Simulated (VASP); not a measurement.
# Cu3O2 (I4/mmm) in VASP: settings compared

Cu3O2 is run at these levels: PBEsol, LDA; tasks: single point.

Program: VASP 6.6.1. These are calculated values, not measurements. Logs are shortened: lines on timing, memory, paths and dates and some standing lists are left out, and cuts for length are marked.

### 1 The cell of the first run

It takes space group I4/mmm (No. 139, tetragonal). Conventional cell: a = 4.046 Å, b = 4.046 Å, c = 7.494 Å, α = 90.00°, β = 90.00°, γ = 90.00°. Cu (site symmetry 4/mmm) has 4 O at 2.02 Å within 2.7 Å. Cu (site symmetry -4m2) has 2 O at 1.87 Å within 2.5 Å. O (site symmetry mmm) has 4 Cu at 1.87 to 2.02 Å within 2.5 Å.

### 2 Single point, PBEsol

INCAR reads:

```
SYSTEM = Cu3O2
PREC     = Accurate       ! precision mode
ENCUT    = 520            ! plane-wave cutoff, eV
EDIFF    = 1E-6           ! SCF threshold, eV
ISMEAR   = -1             ! smearing method
SIGMA    = 0.05           ! smearing width, eV
LREAL    = .False.        ! projectors in reciprocal space
LASPH    = .True.         ! aspherical terms in the spheres
NELM     = 80             ! most SCF steps
ALGO     = Normal         ! electronic algorithm
ISIF     = 2              ! what is computed and relaxed
LWAVE    = .False.        ! write WAVECAR
LCHARG   = .True.         ! write CHGCAR
GGA      = PS             ! functional
LELF     = .True.         ! ELF
LVHAR    = .True.       
NBANDS   = 30             ! bands
```

KPOINTS reads:

```
regular mesh
0
Gamma
  8 8 8
  0 0 0
```

POSCAR reads:

```
Cu3O2
1.0
   -2.0229820000      2.0229820000      3.7470893400
    2.0229820000     -2.0229820000      3.7470893400
    2.0229820000      2.0229820000     -3.7470893400
Cu O
3 2
Direct
    0.0000000000      0.0000000000      0.0000000000
    0.7500000000      0.2500000000      0.5000000000
    0.2500000000      0.7500000000      0.5000000000
    0.5000000000      0.0000000000      0.5000000000
    0.0000000000      0.5000000000      0.5000000000
```

Potentials or basis: VASP PAW PBE potentials, release 64 (Cu, O).

Launch:

```console
> cat potpaw_PBE.64/Cu/POTCAR potpaw_PBE.64/O/POTCAR > POTCAR
> mpirun -np 1 vasp_std > vasp.out
```

OUTCAR:

```text
SYSTEM = Cu3O2
   PREC = Accurate
   ENCUT = 520
   EDIFF = 1E-6
   ISMEAR = -1
   LREAL = .False.
   LASPH = .True.
   NELM = 80
   ISIF = 2
   GGA = PS

 ion  position               nearest neighbor table
   1  0.000  0.000  0.000-   4 2.02   5 2.02   5 2.02   4 2.02   2 2.76   3 2.76   2 2.76   3 2.76
                             2 2.76   2 2.76   3 2.76   3 2.76
   2  0.750  0.250  0.500-   4 1.87   5 1.87   1 2.76   1 2.76   1 2.76   1 2.76
   3  0.250  0.750  0.500-   4 1.87   5 1.87   1 2.76   1 2.76   1 2.76   1 2.76
   4  0.500  0.000  0.500-   2 1.87   3 1.87   1 2.02   1 2.02
   5  0.000  0.500  0.500-   2 1.87   3 1.87   1 2.02   1 2.02

  LATTYP: Found a body centered tetragonal cell.
 ALAT       =     4.0459640000
 C/A-ratio  =     1.8522603464

  Lattice vectors:

 A1 = (  -2.0229820000,   2.0229820000,   3.7470893400)
 A2 = (   2.0229820000,  -2.0229820000,   3.7470893400)
 A3 = (   2.0229820000,   2.0229820000,  -3.7470893400)

Analysis of symmetry for initial positions (statically):
=====================================================================
 Subroutine PRICEL returns:
 Original cell was already a primitive cell.

 Routine SETGRP: Setting up the symmetry group for a
 body centered tetragonal supercell.

 Subroutine GETGRP returns: Found 16 space group operations
 (whereof 16 operations were pure point group operations)
 out of a pool of 16 trial point group operations.

The static configuration has the point symmetry D_4h.

Analysis of symmetry for dynamics (positions and initial velocities):
=====================================================================
 Subroutine PRICEL returns:
 Original cell was already a primitive cell.

 Routine SETGRP: Setting up the symmetry group for a
 body centered tetragonal supercell.

 Subroutine GETGRP returns: Found 16 space group operations
 (whereof 16 operations were pure point group operations)
 out of a pool of 16 trial point group operations.

The dynamic configuration has the point symmetry D_4h.

 Subroutine INISYM returns: Found 16 space group operations
 (whereof 16 operations are pure point group operations),
 and found     1 'primitive' translations

----------------------------------------------------------------------------------------

                                     Primitive cell

  volume of cell :      61.3392

  direct lattice vectors                    reciprocal lattice vectors
    -2.022982000  2.022982000  3.747089340     0.000000000  0.247159886  0.133436904
     2.022982000 -2.022982000  3.747089340     0.247159886  0.000000000  0.133436904
     2.022982000  2.022982000 -3.747089340     0.247159886  0.247159886  0.000000000

  length of vectors
     4.714402493  4.714402493  4.714402493     0.280879719  0.280879719  0.349536863

  position of ions in fractional coordinates (direct lattice)
     0.000000000  0.000000000  0.000000000
     0.750000000  0.250000000  0.500000000
     0.250000000  0.750000000  0.500000000
     0.500000000  0.000000000  0.500000000
     0.000000000  0.500000000  0.500000000

  ion indices of the primitive-cell ions
   primitive index   ion index
                 1           1
                 2           2
                 3           3
                 4           4
                 5           5

----------------------------------------------------------------------------------------

 KPOINTS: regular mesh

Automatic generation of k-mesh.
 Grid dimensions read from file:
 generate k-points for:    8    8    8

 Generating k-lattice:

  Cartesian coordinates                     Fractional coordinates (reciprocal lattice)
     0.000000000  0.030894986  0.016679613     0.125000000 -0.000000000  0.000000000
     0.030894986  0.000000000  0.016679613    -0.000000000  0.125000000  0.000000000
     0.030894986  0.030894986  0.000000000     0.000000000  0.000000000  0.125000000

  Length of vectors
     0.035109965  0.035109965  0.043692108

  Shift w.r.t. Gamma in fractional coordinates (k-lattice)
     0.000000000  0.000000000  0.000000000

 Subroutine IBZKPT returns following result:
 ===========================================

 Found     59 irreducible k-points:

 Following reciprocal coordinates:
            Coordinates               Weight
  0.000000  0.000000  0.000000      1.000000
  0.125000  0.000000  0.000000      8.000000
  0.250000  0.000000  0.000000      8.000000
  0.375000  0.000000 -0.000000      8.000000
  0.500000  0.000000  0.000000      4.000000
  0.125000  0.125000  0.000000      8.000000
[... 16 lines left out ...]
  0.250000  0.125000  0.125000     16.000000
  0.375000  0.125000  0.125000      8.000000
 [... further k-points ...]
   k-points           NKPTS =     59   k-points in BZ     NKDIM =     59   number of bands    NBANDS=     30
   number of dos      NEDOS =    301   number of ions     NIONS =      5
   total plane-waves  NPLWV =  46656
   dimension x,y,z NGX =    36 NGY =   36 NGZ =   36
   dimension x,y,z NGXF=    72 NGYF=   72 NGZF=   72
   ions per type =               3   2
   NGX,Y,Z   is equivalent  to a cutoff of  12.69, 12.69, 12.69 a.u.
   NGXF,Y,Z  is equivalent  to a cutoff of  25.39, 25.39, 25.39 a.u.
 SYSTEM =  Cu3O2
   PREC   = accura    normal or accurate (medium, high low for compatibility)
   ISTART =      0    job   : 0-new  1-cont  2-samecut
   ICHARG =      2    charge: 1-file 2-atom 10-const
   ISPIN  =      1    spin polarized calculation?
   LNONCOLLINEAR =      F non collinear calculations
   LSORBIT =      F    spin-orbit coupling
   LASPH  =      T    aspherical Exc in radial PAW
   ENCUT  =  520.0 eV  38.22 Ry    6.18 a.u.   8.77  8.77  8.77*2*pi/ulx,y,z
   NELM   =     80;   NELMIN=  2; NELMDL= -5     # of ELM steps
   EDIFF  = 0.1E-05   stopping-criterion for ELM
   LREAL  =      F    real-space projection
   EDIFFG = 0.1E-04   stopping-criterion for IOM
   NSW    =      0    number of steps for IOM
   IBRION =     -1    ionic relax: 0-MD 1-quasi-New 2-CG
   NFREE  =      0    steps in history (QN), initial steepest desc. (CG)
   ISIF   =      2    stress and relaxation
   ISYM   =      2    0-nonsym 1-usesym 2-fastsym
   POTIM  = 0.5000    time-step for ionic-motion
   TEBEG  =    0.0;   TEEND  =   0.0 temperature during run
   PSTRESS=    0.0 pullay stress
   NELECT =      45.0000    total number of electrons
   NUPDOWN=      -1.0000    fix difference up-down
   EMIN   =  10.00;   EMAX   =-10.00  energy-range for DOS
   EFERMI =   0.00;   METHOD = LEGACY
   ISMEAR =    -1;   SIGMA  =   0.05  broadening in eV -4-tet -1-fermi 0-gaus
   EFERMI_NEDOS =   21; number of points for ismear=-14 and -15
   IALGO  =     38    algorithm
   IMIX   =      4    mixing-type and parameters
     AMIX     =   0.40;   BMIX     =  1.00
     AMIX_MAG =   1.60;   BMIX_MAG =  1.00
  volume/ion in A,a.u.               =      12.27        82.79
  Fermi-wavevector in a.u.,A,eV,Ry     =   1.476498  2.790177 29.661347  2.180047
  Thomas-Fermi vector in A             =   2.591018
   LORBIT       =      0    0 simple, 1 ext, 2 COOP (PROOUT), +10 PAW based schemes
   GGA     = PS    functional components
   LHFCALC =     F    Hartree Fock is set to
   AEXX    =    0.0000 exact exchange contribution
   IVDW    =     0    specifies the selected vdW correction
   LEPSILON=     F    determine dielectric tensor
   LRPA    =     F    only Hartree local field effects (RPA)
 non-spin polarized calculation
  energy-cutoff  :      520.00
  volume of cell :       61.34
 maximum number of plane-waves:      1667
   NGX = 17   NGY = 17   NGZ = 17

 number of electron      45.0000007 magnetization

 Free energy of the ion-electron system (eV)
  ---------------------------------------------------
  ext. energy  EPLUGINS =         0.00000000
  ---------------------------------------------------
  free energy    TOTEN  =       -24.86200636 eV

  energy without entropy =      -24.84270478  energy(sigma->0) =      -24.85235557

 E-fermi :   3.9508     XC(G=0): -11.3192

 val. band max:        3.9489705961   @ k =  -0.2500   0.2500   0.0000
 cond. band min:       3.9945446914   @ k =  -0.3750   0.3750   0.2500
 fundamental gap:      0.0455740953
 Fermi energy:         3.9507552014

 k-point     1 :       0.0000    0.0000    0.0000
  band No.  band energies     occupation
      1     -14.8587      2.00000
      2     -13.6595      2.00000
      3      -2.2644      2.00000
      4      -1.3696      2.00000
      5      -1.3696      2.00000
      6      -0.9109      2.00000
[... 22 lines left out ...]
     29      14.6191      0.00000
     30      14.9742      0.00000

 k-point     2 :       0.1250    0.0000    0.0000
  band No.  band energies     occupation
      1     -14.8051      2.00000
      2     -13.6939      2.00000
      3      -2.2488      2.00000
      4      -1.5197      2.00000
      5      -1.3137      2.00000
      6      -1.0894      2.00000
[... 22 lines left out ...]
     29      14.3039      0.00000
     30      15.6781      0.00000

 k-point     3 :       0.2500    0.0000    0.0000
  band No.  band energies     occupation
      1     -14.6556      2.00000
      2     -13.7970      2.00000
      3      -2.2006      2.00000
      4      -1.8661      2.00000
      5      -1.3852      2.00000
      6      -1.1532      2.00000
[... 22 lines left out ...]
     29      14.4290      0.00000
     30      14.9351      0.00000

 k-point     4 :       0.3750    0.0000   -0.0000
  band No.  band energies     occupation
      1     -14.4432      2.00000
      2     -13.9623      2.00000
      3      -2.2017      2.00000
      4      -2.1080      2.00000
      5      -1.6572      2.00000
      6      -0.9215      2.00000
[... 22 lines left out ...]
     29      13.6091      0.00000
     30      14.4888      0.00000

 k-point     5 :       0.5000    0.0000    0.0000
  band No.  band energies     occupation
      1     -14.2623      2.00000
      2     -14.1236      2.00000
      3      -2.3265      2.00000
      4      -2.0410      2.00000
      5      -1.7982      2.00000
      6      -0.7657      2.00000
[... 22 lines left out ...]
     29      12.5076      0.00000
     30      14.7383      0.00000
[... 526 lines left out ...]
     29      13.8743      0.00000
     30      14.4292      0.00000

 k-point    22 :       0.1250    0.1250    0.1250
  band No.  band energies     occupation
      1     -14.5246      2.00000
      2     -13.8473      2.00000
      3      -2.3345      2.00000
      4      -2.2314      2.00000
      5      -1.3427      2.00000
      6      -1.3372      2.00000
[... 22 lines left out ...]
     29      13.8677      0.00000
     30      15.6520      0.00000

 k-point    23 :       0.2500    0.1250    0.1250
  band No.  band energies     occupation
      1     -14.3438      2.00000
      2     -13.9711      2.00000
      3      -2.5377      2.00000
      4      -2.1846      2.00000
      5      -1.6640      2.00000
      6      -1.3379      2.00000
[... 22 lines left out ...]
     29      13.8942      0.00000
     30      15.7564      0.00000

 k-point    24 :       0.3750    0.1250    0.1250
  band No.  band energies     occupation
      1     -14.1809      2.00000
      2     -14.1101      2.00000
      3      -2.6673      2.00000
      4      -2.0172      2.00000
      5      -1.8966      2.00000
      6      -1.3170      2.00000
[... 22 lines left out ...]
     29      13.7707      0.00000
     30      16.4229      0.00000

 [... further k-points ...]

------------------------ aborting loop because EDIFF is reached ----------------------------------------

  FORCE on cell =-STRESS in cart. coord.  units (eV):
  Direction    XX          YY          ZZ          XY          YZ          ZX
  --------------------------------------------------------------------------------------
  -------------------------------------------------------------------------------------
  Total       -2.2268942     -2.2268942     -6.1704012      0.0000000      0.0000000      0.0000000
  in kB      -58.1663867    -58.1663867   -161.1706322      0.0000000      0.0000000      0.0000000
  external PRESSURE =     -92.5011352 kB  Pullay stress =       0.0000000 kB

 VOLUME and BASIS-vectors are now :
 -----------------------------------------------------------------------------
  energy-cutoff  :      520.00
  volume of cell :       61.34
      direct lattice vectors                 reciprocal lattice vectors
    -2.022982000  2.022982000  3.747089340     0.000000000  0.247159886  0.133436904
     2.022982000 -2.022982000  3.747089340     0.247159886  0.000000000  0.133436904
     2.022982000  2.022982000 -3.747089340     0.247159886  0.247159886  0.000000000

 POSITION                                       TOTAL-FORCE (eV/Angst)
 -----------------------------------------------------------------------------------
      0.00000      0.00000      0.00000        -0.000000      0.000000      0.000000
      0.00000      2.02298      1.87354         0.000000     -0.000000      0.000000
      2.02298      0.00000      1.87354         0.000000      0.000000     -0.000000
      0.00000      2.02298      0.00000        -0.000000      0.000000      0.000000
      2.02298      0.00000      0.00000        -0.000000      0.000000      0.000000
 -----------------------------------------------------------------------------------
    total drift:                                0.000000      0.000000      0.000000

  FREE ENERGIE OF THE ION-ELECTRON SYSTEM (eV)
  ---------------------------------------------------
  free  energy   TOTEN  =       -24.8620063650 eV

  energy  without entropy=      -24.8427047774  energy(sigma->0) =      -24.85235557
```

Wall time 95 s (1 thread of Intel Xeon Platinum 8488C (Sapphire Rapids), shared host); peak memory 0.25 GiB.

What came out:

| Property | Result |
| --- | --- |
| Free energy | -24.8620 eV |
| Pressure | -9.3 GPa |

Caveat: the PAW data sets were made with another functional, which shifts forces and pressure a little; an odd number of electrons without spin polarisation forces a metal; a magnetic or distorted state may lie lower. With open d or f shells a metallic result of PBEsol can be an artefact of self-interaction; +U or a hybrid may open a gap.

(Part 1 of 2 ends here.)
